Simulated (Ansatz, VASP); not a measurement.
## KMgH3 in VASP and in Ansatz

INCAR

```
PREC = Accurate ; ENCUT = 520
EDIFF = 1E-6 ; ISMEAR = 0
SIGMA = 0.05 ; LREAL = False
LASPH = True ; NELM = 100
ALGO = Normal ; ISIF = 2
LWAVE = False ; LCHARG = False
GGA = CA ; NBANDS = 15
```

File KPOINTS:

```
Automatic mesh
0
Gamma
  8 8 8
```

File POSCAR:

```
KMgH3
1.0
    4.0250000000      0.0000000000      0.0000000000
    0.0000000000      4.0250000000      0.0150937500
    0.0000000000      0.0150937500      4.0250000000
K Mg H
1 1 3
Direct
    0.0000000000      0.0000000000      0.0000000000
    0.5000000000      0.5000000000      0.5000000000
    0.0000000000      0.5000000000      0.5000000000
    0.5000000000      0.0000000000      0.5000000000
    0.5000000000      0.5000000000      0.0000000000
```

Input for Ansatz:

```yaml
crystal:
  lattice:
    - [4.025, 0.0, 0.0]
    - [0.0, 4.025, 0.01509375]
    - [0.0, 0.01509375, 4.025]
  atoms:
    - { symbol: K, position: [0.0, 0.0, 0.0] }
    - { symbol: Mg, position: [0.5, 0.5, 0.5] }
    - { symbol: H, position: [0.0, 0.5, 0.5] }
    - { symbol: H, position: [0.5, 0.0, 0.5] }
    - { symbol: H, position: [0.5, 0.5, 0.0] }
basis:
  ecutwfc: 420
kpoints:
  mp_grid: { grid: [8, 8, 8] }
hamiltonian:
  xc: lda
scf:
  occupations: { method: gaussian, width: 0.05 }
output:
  forces: true
  stress: true
  eigenvalues: true
```

Change from the starting cell: strain +0.0075 x Voigt [0, 0, 0, 1, 0, 0], atoms carried along.

Alike in both runs: task single point; functional LDA; k mesh 8 × 8 × 8; occupations gaussian, width 0.05 eV; no spin polarisation.

```csv
,VASP,Ansatz
version,VASP 6.6.1,Ansatz 0.2.0
potentials or method,"VASP PAW LDA potentials, release 64 (K_sv, Mg, H), cutoff 520 eV","scalar-relativistic, plane waves, PAW"
valence electrons in the cell,14,22
```

Ansatz gave:

* gap on the k mesh at the Fermi level (eV): 2.06
* least direct gap on the mesh (eV): 4.19
* pressure (GPa): -2.9
* traceless stress, the component that is largest in VASP (GPa): -0.27

Task: Estimate VASP's values.

Result: gap on the k mesh at the Fermi level (eV): 2.05; least direct gap on the mesh (eV): 4.19; pressure (GPa): -3.2; traceless stress, the component that is largest in VASP (GPa): -0.27.

LDA's correlation is that of Perdew and Zunger in VASP and of Perdew and Wang (1992) in Ansatz. VASP's potentials hold 14 valence electrons a cell and Ansatz's 22, so a difference there can come from the potentials and not from the codes.
